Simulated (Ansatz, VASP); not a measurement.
## MgS: VASP beside Ansatz

File INCAR:

```
SYSTEM = MgS
PREC = Accurate
ENCUT = 520
EDIFF = 1E-7
ISMEAR = 0
SIGMA = 0.1
LREAL = .FALSE.
LASPH = .TRUE.
NELM = 100
ALGO = Normal
ISIF = 2
LWAVE = .FALSE.
LCHARG = .TRUE.
GGA = PE
LELF = .TRUE.
LVHAR = .TRUE.
NBANDS = 26
```

File KPOINTS:

```
Automatic mesh
0
G
  4 2 2
  0 0 0
```

Contents of POSCAR:

```
MgS
1.0
    0.0000000000      0.0000000000      3.6930551168
    6.9677028439      0.0000000000      0.0000000000
    0.0000000000      6.9677028439      0.0000000000
Mg S
4 4
Direct
    0.5000000000      0.6640866202      0.6640866202
    0.2500000000      0.1640866202      0.8359133798
    1.0000000000      0.3359133798      0.3359133798
    0.7500000000      0.8359133798      0.1640866202
    1.0000000000      0.8316904125      0.8316904125
    0.7500000000      0.3316904125      0.6683095875
    0.5000000000      0.1683095875      0.1683095875
    0.2500000000      0.6683095875      0.3316904125
```

Input for Ansatz:

```yaml
crystal:
  lattice:
    - [0.0, 0.0, 3.6930551168]
    - [6.9677028439, 0.0, 0.0]
    - [0.0, 6.9677028439, 0.0]
  atoms:
    - { symbol: Mg, position: [0.5, 0.6640866202, 0.6640866202] }
    - { symbol: Mg, position: [0.25, 0.1640866202, 0.8359133798] }
    - { symbol: Mg, position: [1.0, 0.3359133798, 0.3359133798] }
    - { symbol: Mg, position: [0.75, 0.8359133798, 0.1640866202] }
    - { symbol: S, position: [1.0, 0.8316904125, 0.8316904125] }
    - { symbol: S, position: [0.75, 0.3316904125, 0.6683095875] }
    - { symbol: S, position: [0.5, 0.1683095875, 0.1683095875] }
    - { symbol: S, position: [0.25, 0.6683095875, 0.3316904125] }
basis:
  ecutwfc: 420
kpoints:
  mp_grid: { grid: [4, 2, 2] }
hamiltonian:
  xc: pbe
scf:
  occupations: { method: gaussian, width: 0.1 }
  lower_state_search: "off"
output:
  forces: true
  stress: true
  eigenvalues: true
```

Alike in both runs: task single point; functional PBE; k mesh 4 × 2 × 2; occupations gaussian, width 0.1 eV; no spin polarisation.

|  | VASP | Ansatz |
| --- | --- | --- |
| version | VASP 6.6.1 | Ansatz 0.2.0 |
| potentials or method | VASP PAW PBE potentials, release 64 (Mg, S), cutoff 520 eV | scalar-relativistic, plane waves, PAW |
| valence electrons in the cell | 32 | 64 |

|  | VASP | Ansatz | Ansatz less VASP |
| --- | --- | --- | --- |
| gap on the k mesh at the Fermi level (eV) | 2.84 | 2.84 | +0.005 |
| least direct gap on the mesh (eV) | 2.84 | 2.84 | +0.005 |
| pressure (GPa) | -0.1 | 0.0 | +0.16 |
| traceless stress, the component that is largest in VASP (GPa) | 0.17 | 0.17 | -0.001 |
| rms of the force components (eV/Å) | 0.005 | 0.006 | +0.0002 |

Atom by atom the forces differ by 0.001 eV/Å (rms over components). VASP's potentials hold 32 valence electrons a cell and Ansatz's 64, so a difference there can come from the potentials and not from the codes.

The k mesh is coarse, so the values compare programs but aren't converged.
